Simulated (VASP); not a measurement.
Set up this calculation in VASP 6.6.1, as the native input.

```yaml
Task: single point
Functional: PBE
Potentials_or_basis: VASP PAW PBE potentials, release 64 (I, Na_pv)
Cutoff: 520 eV
k_mesh: 11 × 11 × 11
Occupations: fermi-dirac, width 0.02 eV
Spin: no spin polarisation
Dipole_correction: no
Further_INCAR_settings: ALGO = Normal; EDIFF = 1e-07; NBANDS = 14
```

The structure of NaI lies in POSCAR:

```
NaI
1.0
    0.0000000000      3.2364000000      3.2364000000
    3.2364000000      0.0000000000      3.2364000000
    3.2364000000      3.2364000000      0.0000000000
I Na
1 1
Direct
    0.5000000000      0.5000000000      0.5000000000
    0.0000000000      0.0000000000      0.0000000000
```

The input as run:

INCAR

```
SYSTEM = NaI
PREC = Accurate
ENCUT = 520
EDIFF = 1E-7
ISMEAR = -1
SIGMA = 0.02
LREAL = .FALSE.
LASPH = .TRUE.
NELM = 80
ALGO = Normal
ISIF = 2
LWAVE = .FALSE.
LCHARG = .FALSE.
GGA = PE
NBANDS = 14
```

KPOINTS

```
regular mesh
0
G
  11 11 11
  0 0 0
```

Potentials or basis: VASP PAW PBE potentials, release 64 (I, Na_pv).

Launch:

```console
$ cat potpaw_PBE.64/I/POTCAR potpaw_PBE.64/Na_pv/POTCAR > POTCAR
$ mpirun -np 1 vasp_std > vasp.out
```

It gave:

- Pressure: 0.4 GPa
- Band gap on the k mesh: 3.64 eV, direct

Caveat: spin-orbit coupling is left out, which moves the levels of the heavy elements.

Run time: 18 s on 1 thread of Intel(R) Xeon(R) 6975P-C (Granite Rapids), on a shared host, peak memory 0.23 GiB.
